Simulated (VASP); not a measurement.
Wanted: the native input for a VASP 6.6.1 run.

| Property | Result |
| --- | --- |
| Task | single point |
| Functional | PBE |
| Potentials or basis | VASP PAW PBE potentials, release 64 (Si, C) |
| Cutoff | 520 eV |
| k mesh | 10 × 10 × 10 |
| Occupations | fermi-dirac, width 0.02 eV |
| Spin | no spin polarisation |
| Dipole correction | no |
| Further INCAR settings | ALGO = Normal; EDIFF = 1e-06; NBANDS = 11 |

The structure of SiC lies in POSCAR:

```
SiC
1.0
    0.0697494642      2.1606797212      2.1606797212
    2.1606797212      0.0697494642      2.1606797212
    2.1606797212      2.1606797212      0.0697494642
Si C
1 1
Direct
    0.0017486235      0.0017486235      0.0017486235
    0.2482513765      0.2482513765      0.2482513765
```

This cell differs from its parent crystal: epitaxial 111 strain -4.0%.

One way to write it, as run:

INCAR

```
SYSTEM = SiC
PREC = Accurate ; ENCUT = 520
EDIFF = 1E-6 ; ISMEAR = -1
SIGMA = 0.02 ; LREAL = .FALSE.
LASPH = .TRUE. ; NELM = 80
ALGO = Normal ; ISIF = 2
LWAVE = .FALSE. ; LCHARG = .FALSE.
GGA = PE ; NBANDS = 11
```

KPOINTS

```
regular mesh
0
G
  10 10 10
  0 0 0
```

Potentials or basis: VASP PAW PBE potentials, release 64 (Si, C).

The run is started by

```console
$ cat potpaw_PBE.64/Si/POTCAR potpaw_PBE.64/C/POTCAR > POTCAR
$ mpirun -np 1 vasp_std > vasp.out
```

It gave:

* Pressure: 22.9 GPa
* Largest force: 0.058 eV/Å
* Band gap on the k mesh: 1.02 eV, indirect (least direct gap 4.23 eV)

Caveat: the cell differs from its parent crystal (epitaxial 111 strain -4.0%).

Run time: 43 s on 1 thread of Intel Xeon 8259CL (shared host), peak memory 0.12 GiB.
